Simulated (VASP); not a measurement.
Write the native input for VASP 6.6.1 that does the following.

| Quantity | Value |
| --- | --- |
| Task | single point |
| Functional | r2SCAN |
| Potentials or basis | VASP PAW PBE potentials, release 64 (Pt) |
| Cutoff | 520 eV |
| k mesh | 8 × 8 × 8 |
| Occupations | gaussian, width 0.1 eV |
| Spin | no spin polarisation |
| Dipole correction | no |
| Further INCAR settings | ALGO = Normal; EDIFF = 1e-07; NBANDS = 11 |

Pt:

```xyz
1
Lattice="0.0000 1.9716 1.9716 1.9716 0.0000 1.9716 1.9716 1.9716 0.0000" Properties=species:S:1:pos:R:3 pbc="T T T"
Pt    0.0000    0.0000    0.0000
```

The input as run:

POSCAR

```
Pt
1.0
    0.0000000000      1.9715751800      1.9715751800
    1.9715751800      0.0000000000      1.9715751800
    1.9715751800      1.9715751800      0.0000000000
Pt
1
Direct
    0.0000000000      0.0000000000      0.0000000000
```

INCAR.step1

```
SYSTEM = Pt
ALGO = Normal
EDIFF = 1E-4
ENCUT = 520
GGA = PE
ISMEAR = 0
LASPH = .TRUE.
LCHARG = .FALSE.
LREAL = .FALSE.
LWAVE = .TRUE.
NBANDS = 11
NELM = 60
PREC = Accurate
SIGMA = 0.1
```

INCAR.step2

```
SYSTEM = Pt
ALGO = Normal
EDIFF = 1E-7
ENCUT = 520
ISIF = 2
ISMEAR = 0
ISTART = 1
LASPH = .TRUE.
LCHARG = .FALSE.
LMIXTAU = .TRUE.
LREAL = .FALSE.
LWAVE = .FALSE.
METAGGA = R2SCAN
NBANDS = 11
NELM = 60
PREC = Accurate
SIGMA = 0.1
```

KPOINTS

```
k-points
0
G
  8 8 8
  0 0 0
```

Potentials or basis: VASP PAW PBE potentials, release 64 (Pt).

Command:

```console
$ cat potpaw_PBE.64/Pt/POTCAR > POTCAR
$ cp INCAR.step1 INCAR
$ mpirun -np 1 vasp_std > vasp.out
$ cp INCAR.step2 INCAR
$ mpirun -np 1 vasp_std > vasp.out
```

Results of the run:

```json
{"Pressure": "-0.7 GPa", "Band gap on the k mesh": "zero (band 5 reaches 11.17 eV, above the bottom of band 6 at 8.86 eV)"}
```

Caveat: the PAW data sets were made with another functional, which shifts forces and pressure a little; spin-orbit coupling is left out, which moves the levels of the heavy elements.

Run time: 34 s on 1 thread of Intel Xeon 8259CL (shared host), peak memory 0.15 GiB.
